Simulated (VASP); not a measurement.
Runs of VASP 6.6.1 on Ge. The structure is that of space group Im-3m (No. 229), or close to it. The cells are those of the table. 

```csv
cell,gap on the mesh (eV),pressure (GPa)
"a = 2.850 Å, angles 109.5°, 1 atom",none,0.2
"a = 2.283 Å, angles 109.5°, 1 atom",none,242.4
"a = 2.282 Å, angles 109.5°, 1 atom",none,(a)
"a = 2.279 Å, angles 109.5°, 1 atom",none,247.4
```

Alike in all rows: task single point; level LDA; potentials or basis VASP PAW LDA potentials, release 64 (Ge_d); no spin polarisation; k mesh 20 × 20 × 20; cutoff (eV) 520; smearing fermi-dirac 0.1 eV.

Q: Estimate the missing entries.

A: (a) 242.8.

A k mesh can miss the band edges, and the runs leave out spin-orbit coupling on Ge.

A gap of «none» marks levels without a gap at the run's occupations.
